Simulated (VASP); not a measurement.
# HC16 (a cell with a defect) in VASP: single point with PBE

Aim: the single point of HC16 (a cell with a defect) with PBE.

All numbers are computed with VASP 6.6.1; they aren't measurements. Logs are shortened: lines on timing, memory, paths and dates and some standing lists are left out, and cuts for length are marked.

### 1 The cell of the first run

The cell holds a defect, 17 atoms: a = 4.933 Å, b = 4.933 Å, c = 9.036 Å, α = 74.16°, β = 74.16°, γ = 60.00°.

### 2 Single point, PBE

INCAR

```
  PREC = Accurate
  ENCUT = 520
  EDIFF = 1E-7
  ISMEAR = 0
  SIGMA = 0.1
  LREAL = Auto
  LASPH = T
  NELM = 80
  ALGO = Normal
  ISIF = 2
  LWAVE = F
  LCHARG = F
  GGA = PE
  NBANDS = 46
```

KPOINTS

```
Automatic mesh
0
Gamma
  10 10 10
```

POSCAR

```
HC16
1.0
    2.4665162724     -4.2721315015      0.0000000000
   -2.4665162724     -4.2721315015      0.0000000000
    0.0000000000     -2.8480876677     -8.5756693636
C H
16 1
Direct
    0.4246645650      0.4246645650      0.2257280889
    0.9249427811      0.4246645650      0.2257280889
    0.4246645650      0.9249427811      0.2257280889
    0.9249663007      0.9249663007      0.2251010978
    0.7581810839      0.7581810839      0.2257446773
    0.2578931548      0.7581810839      0.2257446773
    0.7581810839      0.2578931548      0.2257446773
    0.2582962353      0.2582962353      0.2251112942
    0.2418189161      0.2418189161      0.7742553227
    0.7421068452      0.2418189161      0.7742553227
    0.2418189161      0.7421068452      0.7742553227
    0.7417037647      0.7417037647      0.7748887058
    0.5753354350      0.5753354350      0.7742719111
    0.0750572189      0.5753354350      0.7742719111
    0.5753354350      0.0750572189      0.7742719111
    0.0750336993      0.0750336993      0.7748989022
    0.5000000000      0.5000000000      0.5000000000
```

Potentials or basis: VASP PAW PBE potentials, release 64 (C, H).

On the command line:

```sh
$ cat potpaw_PBE.64/C/POTCAR potpaw_PBE.64/H/POTCAR > POTCAR
$ mpirun -np 1 vasp_std > vasp.out
```

OUTCAR:

```text
PREC = Accurate
   ENCUT = 520
   EDIFF = 1E-7
   ISMEAR = 0
   LREAL = Auto
   LASPH = T
   NELM = 80
   ISIF = 2
   GGA = PE

 ion  position               nearest neighbor table
   1  0.425  0.425  0.226-   8 1.42   7 1.42   6 1.42
   2  0.925  0.425  0.226-   8 1.42   5 1.42   7 1.42
   3  0.425  0.925  0.226-   8 1.42   5 1.42   6 1.42
   4  0.925  0.925  0.225-   6 1.42   7 1.42   5 1.42
   5  0.758  0.758  0.226-   4 1.42   3 1.42   2 1.42
   6  0.258  0.758  0.226-   4 1.42   1 1.42   3 1.42
[... 8 lines left out ...]
  15  0.575  0.075  0.774-  12 1.42   9 1.42  10 1.42
  16  0.075  0.075  0.775-  10 1.42  11 1.42   9 1.42
  17  0.500  0.500  0.500-

  LATTYP: Found a trigonal (rhomboedric) cell.
 ALAT       =     9.0362441532
 COS(alpha) =     0.8509877226

  Lattice vectors:

 A1 = (  -2.4665162724,   1.4240438338,  -8.5756693636)
 A2 = (   2.4665162724,   1.4240438338,  -8.5756693636)
 A3 = (   0.0000000000,  -2.8480876677,  -8.5756693636)

Analysis of symmetry for initial positions (statically):
=====================================================================
 Subroutine PRICEL returns:
 Original cell was already a primitive cell.

 Routine SETGRP: Setting up the symmetry group for a
 trigonal (rhombohedral) supercell.

 Subroutine GETGRP returns: Found 12 space group operations
 (whereof 12 operations were pure point group operations)
 out of a pool of 12 trial point group operations.

The static configuration has the point symmetry D_3d.

Analysis of symmetry for dynamics (positions and initial velocities):
=====================================================================
 Subroutine PRICEL returns:
 Original cell was already a primitive cell.

 Routine SETGRP: Setting up the symmetry group for a
 trigonal (rhombohedral) supercell.

 Subroutine GETGRP returns: Found 12 space group operations
 (whereof 12 operations were pure point group operations)
 out of a pool of 12 trial point group operations.

The dynamic configuration has the point symmetry D_3d.

 Subroutine INISYM returns: Found 12 space group operations
 (whereof 12 operations are pure point group operations),
 and found     1 'primitive' translations

----------------------------------------------------------------------------------------

                                     Primitive cell

  volume of cell :     180.7285

[... 123 lines left out ...]
   NFREE  =      0    steps in history (QN), initial steepest desc. (CG)
   ISIF   =      2    stress and relaxation
   ISYM   =      2    0-nonsym 1-usesym 2-fastsym
   POTIM  = 0.5000    time-step for ionic-motion
   TEBEG  =    0.0;   TEEND  =   0.0 temperature during run
   PSTRESS=    0.0 pullay stress
   NELECT =      65.0000    total number of electrons
   NUPDOWN=      -1.0000    fix difference up-down
   EMIN   =  10.00;   EMAX   =-10.00  energy-range for DOS
   EFERMI =   0.00;   METHOD = LEGACY
   ISMEAR =     0;   SIGMA  =   0.10  broadening in eV -4-tet -1-fermi 0-gaus
   EFERMI_NEDOS =   21; number of points for ismear=-14 and -15
   IALGO  =     38    algorithm
   IMIX   =      4    mixing-type and parameters
     AMIX     =   0.40;   BMIX     =  1.00
     AMIX_MAG =   1.60;   BMIX_MAG =  1.00
  volume/ion in A,a.u.               =      10.63        71.74
  Fermi-wavevector in a.u.,A,eV,Ry     =   1.164225  2.200067 18.441620  1.355421
  Thomas-Fermi vector in A             =   2.300766
   LORBIT       =      0    0 simple, 1 ext, 2 COOP (PROOUT), +10 PAW based schemes
   GGA     = PE    functional components
   LHFCALC =     F    Hartree Fock is set to
   AEXX    =    0.0000 exact exchange contribution
   IVDW    =     0    specifies the selected vdW correction
   LEPSILON=     F    determine dielectric tensor
   LRPA    =     F    only Hartree local field effects (RPA)
 non-spin polarized calculation
 Gauss-broadening in eV      SIGMA  =   0.10
  energy-cutoff  :      520.00
  volume of cell :      180.73
 maximum number of plane-waves:      4886
 NGX is ok and might be reduce to    40
   NGX = 19   NGY = 19   NGZ = 33

 number of electron      64.9999998 magnetization

 Free energy of the ion-electron system (eV)
  ---------------------------------------------------
  ext. energy  EPLUGINS =         0.00000000
  ---------------------------------------------------
  free energy    TOTEN  =      -147.92157729 eV

  energy without entropy =     -147.89114138  energy(sigma->0) =     -147.90635934

 E-fermi :   2.2477     XC(G=0):  -8.9246

 val. band max:        2.2449700514   @ k =  -0.1000  -0.4000   0.2000
 cond. band min:       2.2503462236   @ k =  -0.3000  -0.4000   0.1000
 fundamental gap:      0.0053761723
 Fermi energy:         2.2477097321

 k-point     1 :       0.0000    0.0000    0.0000
  band No.  band energies     occupation
      1     -16.8269      2.00000
      2     -16.7736      2.00000
      3     -11.5777      2.00000
      4     -11.5667      2.00000
      5     -11.5666      2.00000
      6     -11.5654      2.00000
[... 1117 lines left out ...]
     43      10.5305      0.00000
     44      10.7150      0.00000

 [... further k-points ...]

 [bands above 44 left out]

------------------------ aborting loop because EDIFF is reached ----------------------------------------

  FORCE on cell =-STRESS in cart. coord.  units (eV):
  Direction    XX          YY          ZZ          XY          YZ          ZX
  --------------------------------------------------------------------------------------
  -------------------------------------------------------------------------------------
  Total        0.1656898      0.1656898      0.5536521      0.0000000      0.0000000     -0.0000000
  in kB        1.4688575      1.4688575      4.9081849      0.0000000      0.0000000     -0.0000000
  external PRESSURE =       2.6153000 kB  Pullay stress =       0.0000000 kB

 VOLUME and BASIS-vectors are now :
 -----------------------------------------------------------------------------
  energy-cutoff  :      520.00
  volume of cell :      180.73
      direct lattice vectors                 reciprocal lattice vectors
     2.466516272 -4.272131501  0.000000000     0.202715062 -0.117037596  0.038869658
    -2.466516272 -4.272131501  0.000000000    -0.202715062 -0.117037596  0.038869658
     0.000000000 -2.848087668 -8.575669364     0.000000000  0.000000000 -0.116608973

 POSITION                                       TOTAL-FORCE (eV/Angst)
 -----------------------------------------------------------------------------------
      0.00000     -4.27134     -1.93577         0.000000     -0.014822      0.006258
      1.23394     -6.40859     -1.93577        -0.012836      0.007411      0.006258
     -1.23394     -6.40859     -1.93577         0.012836      0.007411      0.006258
      0.00000     -8.54426     -1.93039         0.000000      0.000000      0.001432
      0.00000     -7.12104     -1.93591         0.000000      0.014875     -0.001190
     -1.23397     -4.98374     -1.93591         0.012882     -0.007437     -0.001190
[... 9 lines left out ...]
      0.00000     -2.84809     -6.64528         0.000000     -0.000000     -0.001432
      0.00000     -5.69618     -4.28783         0.000000      0.000000      0.000000
 -----------------------------------------------------------------------------------
    total drift:                                0.000000      0.000000      0.000000

  FREE ENERGIE OF THE ION-ELECTRON SYSTEM (eV)
  ---------------------------------------------------
  free  energy   TOTEN  =      -147.9215772904 eV

  energy  without entropy=     -147.8911413838  energy(sigma->0) =     -147.90635934
```

OSZICAR:

```text
N       E                     dE             d eps       ncg     rms          rms(c)
DAV:   1     0.300784636631E+03    0.30078E+03   -0.31644E+04 10688   0.127E+03
DAV:   2    -0.128916859430E+03   -0.42970E+03   -0.40583E+03 13668   0.280E+02
DAV:   3    -0.157490313191E+03   -0.28573E+02   -0.28198E+02 13150   0.726E+01
DAV:   4    -0.158066049144E+03   -0.57574E+00   -0.57428E+00 13966   0.115E+01
DAV:   5    -0.158083643140E+03   -0.17594E-01   -0.17580E-01 14674   0.183E+00    0.184E+01
DAV:   6    -0.150332091103E+03    0.77516E+01   -0.20053E+01 12856   0.108E+01    0.117E+01
DAV:   7    -0.148617394339E+03    0.17147E+01   -0.50030E+00 12258   0.528E+00    0.660E+00
DAV:   8    -0.147915703632E+03    0.70169E+00   -0.26395E+00 12392   0.590E+00    0.199E+00
DAV:   9    -0.147953823605E+03   -0.38120E-01   -0.17610E-01 11642   0.144E+00    0.974E-01
DAV:  10    -0.147921021712E+03    0.32802E-01   -0.62996E-02 12134   0.611E-01    0.221E-01
DAV:  11    -0.147921416614E+03   -0.39490E-03   -0.57882E-03 12980   0.207E-01    0.127E-01
DAV:  12    -0.147921608377E+03   -0.19176E-03   -0.10305E-03 12048   0.106E-01    0.548E-02
DAV:  13    -0.147921729304E+03   -0.12093E-03   -0.38846E-04 12454   0.530E-02    0.819E-02
DAV:  14    -0.147921579644E+03    0.14966E-03   -0.89487E-05 12458   0.269E-02    0.162E-02
DAV:  15    -0.147921577278E+03    0.23662E-05   -0.13793E-05 13266   0.112E-02    0.311E-03
DAV:  16    -0.147921577616E+03   -0.33769E-06   -0.79460E-07 11638   0.329E-03    0.286E-03
DAV:  17    -0.147921577364E+03    0.25145E-06   -0.40377E-08  9036   0.878E-04    0.219E-03
DAV:  18    -0.147921577290E+03    0.73986E-07   -0.13719E-07  8506   0.957E-04
   1 F= -.14792158E+03 E0= -.14790636E+03  d E =-.304359E-01
```

stdout:

```text
POSCAR found type information on POSCAR C H
 POSCAR found :  2 types and      17 ions
 scaLAPACK will be used
 LDA part: xc-table for (Slater+PW92), standard interpolation
 POSCAR, INCAR and KPOINTS ok, starting setup
 FFT: planning ... GRIDC
 FFT: planning ... GRID_SOFT
 FFT: planning ... GRID
 WAVECAR not read
 entering main loop
```

Run time: 34 min. Hardware: 1 thread of Intel Xeon 6975P-C, shared host; peak memory 0.71 GiB.

What came out:

| Quantity | Value |
| --- | --- |
| Free energy | -147.9216 eV |
| Pressure | 0.3 GPa |
| Largest force | 0.016 eV/Å |

Forces on the atoms (eV/Å):
```
C    0.000 -0.015  0.006
C   -0.013  0.007  0.006
C    0.013  0.007  0.006
C    0.000  0.000  0.001
C    0.000  0.015 -0.001
C    0.013 -0.007 -0.001
C   -0.013 -0.007 -0.001
C    0.000  0.000 -0.006
C    0.000 -0.015  0.001
C   -0.013  0.007  0.001
C    0.013  0.007  0.001
C    0.000  0.000  0.006
C    0.000  0.015 -0.006
C    0.013 -0.007 -0.006
C   -0.013 -0.007 -0.006
C    0.000  0.000 -0.001
H    0.000  0.000  0.000
```

Stress tensor (GPa, compression positive):
```
0.15 0.00 0.00
0.00 0.15 0.00
0.00 0.00 0.49
```

Levels at points of the mesh, in eV from the Fermi level:
| k point | band 29 | band 30 | band 31 | band 32 | band 33 | band 34 | band 35 | band 36 | band 37 | band 38 |
| --- | --- | --- | --- | --- | --- | --- | --- | --- | --- | --- |
| (0.00, 0.00, 0.00) | -1.92 | -1.85 | -1.85 | -1.83 | -0.63 | 2.10 | 2.13 | 2.13 | 2.20 | 2.20 |
| (0.50, 0.00, 0.00) | -2.38 | -2.37 | -2.26 | -2.15 | 0.08 | 3.20 | 3.20 | 3.37 | 3.38 | 5.56 |
| (0.50, 0.50, 0.00) | -2.55 | -2.46 | -2.06 | -2.05 | 0.11 | 3.25 | 3.26 | 3.32 | 3.32 | 5.92 |
| (0.00, 0.00, 0.50) | -1.98 | -1.77 | -1.77 | -1.77 | -0.53 | 2.02 | 2.02 | 2.28 | 2.32 | 2.32 |
